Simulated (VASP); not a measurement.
# Zn4HO4 (a cell with a defect) in VASP: a series of runs, part 2 of 2

VASP 6.6.1. Earlier steps stand in the parts before.

### 5 Single point, PBEsol

Contents of INCAR:

```
PREC     = Accurate       # precision mode
ENCUT    = 520            # plane-wave cutoff, eV
EDIFF    = 1E-6           # SCF threshold, eV
ISMEAR   = 0              # smearing method
SIGMA    = 0.05           # smearing width, eV
LREAL    = False          # projectors in reciprocal space
LASPH    = True           # aspherical terms in the spheres
NELM     = 100            # most SCF steps
ALGO     = Normal         # electronic algorithm
ISIF     = 2              # what is computed and relaxed
LWAVE    = False          # write WAVECAR
LCHARG   = True           # write CHGCAR
GGA      = PS             # functional
LELF     = True           # ELF
LVHAR    = True         
NBANDS   = 46             # bands
```

Contents of KPOINTS:

```
Automatic mesh
0
Gamma
  4 4 8
```

Contents of POSCAR:

```
Zn4HO4
1.0
    5.5148137916      0.0000000000      0.0000000000
    0.0000000000      5.5148137916      0.0000000000
    0.0000000000      0.0000000000      3.2430062931
Zn O H
4 4 1
Direct
    0.1820657240      0.1820657240      0.5000000000
    0.8179342760      0.8179342760      0.5000000000
    0.6820657240      0.3179342760      0.0000000000
    0.3179342760      0.6820657240      0.0000000000
    0.8180023132      0.1819976868      0.5000000000
    0.1819976868      0.8180023132      0.5000000000
    0.6819976868      0.6819976868      0.0000000000
    0.3180023132      0.3180023132      0.0000000000
    1.0000405349      0.1819976868      0.2000000000
```

Potentials or basis: VASP PAW PBE potentials, release 64 (Zn, O, H).

Launch:

```bash
$ cat potpaw_PBE.64/Zn/POTCAR potpaw_PBE.64/O/POTCAR potpaw_PBE.64/H/POTCAR > POTCAR
$ mpirun -np 1 vasp_std > vasp.out
```

OUTCAR:

```text
PREC = Accurate
   ENCUT = 520
   EDIFF = 1E-6
   ISMEAR = 0
   LREAL = False
   LASPH = True
   NELM = 100
   ISIF = 2
   GGA = PS

 ion  position               nearest neighbor table
   1  0.182  0.182  0.500-   9 1.40   8 1.94   8 1.94   6 2.01   5 2.01   2 2.84
   2  0.818  0.818  0.500-   7 1.94   7 1.94   5 2.01   6 2.01   1 2.84
   3  0.682  0.318  0.000-   5 1.94   5 1.94   8 2.01   7 2.01   4 2.84
   4  0.318  0.682  0.000-   6 1.94   6 1.94   8 2.01   7 2.01   3 2.84
[... 1396 lines left out ...]
  Total        8.1877963      3.3423901      7.1300080     -0.0379026     -0.8978416      2.0459322
  in kB      133.0050458     54.2947978    115.8220120     -0.6157019    -14.5848117     33.2347421
  external PRESSURE =     101.0406185 kB  Pullay stress =       0.0000000 kB

 VOLUME and BASIS-vectors are now :
 -----------------------------------------------------------------------------
  energy-cutoff  :      520.00
  volume of cell :       98.63
      direct lattice vectors                 reciprocal lattice vectors
     5.514813792  0.000000000  0.000000000     0.181329785  0.000000000  0.000000000
     0.000000000  5.514813792  0.000000000     0.000000000  0.181329785  0.000000000
     0.000000000  0.000000000  3.243006293     0.000000000  0.000000000  0.308355862

 POSITION                                       TOTAL-FORCE (eV/Angst)
 -----------------------------------------------------------------------------------
      1.00406      1.00406      1.62150         3.457143     -0.016888      3.067080
      4.51076      4.51076      1.62150        -0.013533     -0.514760      0.074692
      3.76147      1.75335      0.00000        -0.648225      0.633091     -0.173757
      1.75335      3.76147      0.00000        -0.021667      0.160520     -0.007083
      4.51113      1.00368      1.62150        -0.955553     -0.199632      0.350769
      1.00368      4.51113      1.62150         0.033124     -0.135421      0.105706
      3.76109      3.76109      0.00000        -0.003493     -0.056838      0.034175
      1.75372      1.75372      0.00000         0.699461      0.127591     -0.578960
      0.00022      1.00368      0.64860        -2.547258      0.002337     -2.872623
 -----------------------------------------------------------------------------------
    total drift:                                0.000212     -0.000039      0.000014

  FREE ENERGIE OF THE ION-ELECTRON SYSTEM (eV)
  ---------------------------------------------------
  free  energy   TOTEN  =       -38.6699439857 eV

  energy  without entropy=      -38.6689506119  energy(sigma->0) =      -38.66944730
```

OSZICAR:

```text
N       E                     dE             d eps       ncg     rms          rms(c)
DAV:   1     0.765557092560E+03    0.76556E+03   -0.35168E+04  6304   0.226E+03
DAV:   2     0.784856927516E+02   -0.68707E+03   -0.65297E+03  6318   0.533E+02
DAV:   3    -0.382027785497E+02   -0.11669E+03   -0.11396E+03  6852   0.201E+02
DAV:   4    -0.443849482427E+02   -0.61822E+01   -0.61356E+01  7178   0.486E+01
DAV:   5    -0.444476442174E+02   -0.62696E-01   -0.62676E-01  6754   0.512E+00    0.208E+01
DAV:   6    -0.383545814287E+02    0.60931E+01   -0.17270E+01 10380   0.818E+01    0.139E+01
DAV:   7    -0.387793448140E+02   -0.42476E+00   -0.67473E+00  6652   0.237E+01    0.808E+00
DAV:   8    -0.387695791347E+02    0.97657E-02   -0.16308E+00  9464   0.190E+01    0.293E+00
DAV:   9    -0.386740081251E+02    0.95571E-01   -0.28553E-01  9812   0.111E+01    0.847E-01
DAV:  10    -0.386686168725E+02    0.53913E-02   -0.11895E-01  8310   0.266E+00    0.139E-01
DAV:  11    -0.386698834641E+02   -0.12666E-02   -0.13954E-02  7244   0.123E+00    0.989E-02
DAV:  12    -0.386699666810E+02   -0.83217E-04   -0.76894E-04  7036   0.636E-01    0.838E-02
DAV:  13    -0.386699416697E+02    0.25011E-04   -0.42895E-04  8398   0.299E-01    0.237E-02
DAV:  14    -0.386699482783E+02   -0.66086E-05   -0.10708E-04  8666   0.142E-01    0.214E-02
DAV:  15    -0.386699433570E+02    0.49213E-05   -0.40813E-05  6844   0.458E-02    0.827E-03
DAV:  16    -0.386699439857E+02   -0.62871E-06   -0.68734E-06  6950   0.256E-02
   1 F= -.38669944E+02 E0= -.38669447E+02  d E =-.993374E-03
```

stdout:

```text
POSCAR found type information on POSCAR ZnO H
 POSCAR found :  3 types and       9 ions
 scaLAPACK will be used
 -----------------------------------------------------------------------------
|                                                                             |
|                                                                             |
|     You enforced a specific xc type in the INCAR file but a different       |
|     I HOPE YOU KNOW WHAT YOU ARE DOING!                                     |
|                                                                             |
 -----------------------------------------------------------------------------

 LDA part: xc-table for (Slater+PW92), standard interpolation
 POSCAR, INCAR and KPOINTS ok, starting setup
 FFT: planning ... GRIDC
 FFT: planning ... GRID_SOFT
 FFT: planning ... GRID
 WAVECAR not read
 entering main loop
```

It took 3.7 min on 1 thread of AMD EPYC 9R45 (Zen 5), shared host; peak memory 0.33 GiB.

Results:

| Item | Value |
| --- | --- |
| Free energy | -38.6699 eV |
| Pressure | 10.1 GPa |
| Largest force | 4.622 eV/Å |
| Band gap on the k mesh | zero (an odd number of electrons rules out a gap without spin polarisation) |

Forces in eV/Å, atoms in the order of the input:
```
Zn   3.457 -0.017  3.067
Zn  -0.014 -0.515  0.075
Zn  -0.648  0.633 -0.174
Zn  -0.022  0.161 -0.007
O   -0.956 -0.200  0.351
O    0.033 -0.135  0.106
O   -0.003 -0.057  0.034
O    0.699  0.128 -0.579
H   -2.547  0.002 -2.873
```

Caveat: the PAW data sets were made with another functional, which shifts forces and pressure a little; an odd number of electrons without spin polarisation forces a metal; a magnetic or distorted state may lie lower.

### 6 Single point, PBEsol

Contents of INCAR:

```
  ALGO = Normal
  EDIFF = 1E-7
  ENCUT = 520
  GGA = PS
  ISIF = 2
  ISMEAR = 0
  LASPH = T
  LCHARG = F
  LREAL = F
  LWAVE = F
  NBANDS = 46
  NELM = 80
  PREC = Accurate
  SIGMA = 0.05
```

Contents of KPOINTS:

```
k-points
0
Gamma
  4 4 8
```

POSCAR: that of step 5 with these lines changed.

```diff
@@ -16,2 +16,2 @@
     0.3180023132      0.3180023132      0.0000000000
-    1.0000405349      0.1819976868      0.2000000000
+    1.0000405349     -0.3180023132      0.4000000000
```

Potentials or basis: VASP PAW PBE potentials, release 64 (Zn, O, H).

Launch:

```bash
$ cat potpaw_PBE.64/Zn/POTCAR potpaw_PBE.64/O/POTCAR potpaw_PBE.64/H/POTCAR > POTCAR
$ mpirun -np 1 vasp_std > vasp.out
```

Wall time 8.4 min (1 thread of Intel Xeon 8259CL, shared host); peak memory 0.36 GiB.

It converged, with:

- Free energy: -38.2315 eV
- Pressure: 12.2 GPa
- Largest force: 7.576 eV/Å
- Band gap on the k mesh: zero (an odd number of electrons rules out a gap without spin polarisation)

Forces on the atoms (eV/Å):
```
Zn  -0.090  0.737 -0.017
Zn  -6.143  4.086  1.722
Zn   0.057  0.021  0.004
Zn   0.956 -0.642 -0.205
O   -0.032 -0.542  0.038
O    1.132  0.119  0.174
O   -0.693  0.166 -0.240
O    0.012  0.029  0.002
H    4.800 -3.973 -1.478
```

Stress tensor (GPa, compression positive):
```
18.52 -6.44 -2.65
-6.44  8.96  2.32
-2.65  2.32  8.98
```

Levels at points of the mesh, in eV from the Fermi level:
```tsv
k point	band 34	band 35	band 36	band 37	band 38	band 39	band 40	band 41
(0.00, 0.00, 0.00)	-2.82	-2.67	-2.49	-2.41	1.51	2.52	3.53	4.17
(0.50, 0.00, 0.00)	-3.08	-2.98	-2.84	-0.24	0.47	2.14	3.28	5.16
(0.00, 0.50, 0.00)	-3.33	-2.81	-2.70	-0.72	0.60	2.88	3.16	3.91
(0.50, 0.50, 0.00)	-3.30	-3.29	-3.23	-0.07	1.56	1.69	1.92	4.45
(0.00, 0.00, 0.50)	-4.22	-3.92	-3.82	0.87	3.02	4.05	5.11	5.20
(0.50, 0.00, 0.50)	-4.07	-3.67	-3.50	0.44	3.17	3.63	3.93	4.97
(0.00, 0.50, 0.50)	-4.01	-3.76	-3.53	0.65	3.09	3.32	4.00	4.52
(0.50, 0.50, 0.50)	-3.85	-3.80	-3.69	-0.03	2.56	3.18	3.25	4.48
```

Caveat: the PAW data sets were made with another functional, which shifts forces and pressure a little; an odd number of electrons without spin polarisation forces a metal; a magnetic or distorted state may lie lower.

### 7 Summary

```tsv
cell	gap on the mesh (eV)	pressure (GPa)	largest force (eV/Å)
as given, atomic positions A	none	7.0	2.27
as given, atomic positions B	none	22.7	23.39
as given, atomic positions C	none	6.1	1.01
as given, atomic positions D	none	10.1	4.62
as given, atomic positions E	none	12.2	7.58
```

Alike in all rows: task single point; level PBEsol; potentials or basis VASP PAW PBE potentials, release 64 (Zn, O, H); no spin polarisation; k mesh 4 × 4 × 8; cutoff (eV) 520; smearing gaussian 0.05 eV.

Caveats: the PAW data sets were made with another functional, which shifts forces and pressure a little; an odd number of electrons without spin polarisation forces a metal; a magnetic or distorted state may lie lower; atoms lie so close that the PAW spheres overlap strongly, which falsifies energies and pressures (at least some runs).

Absolute energies hang on the potentials; compare differences alone.
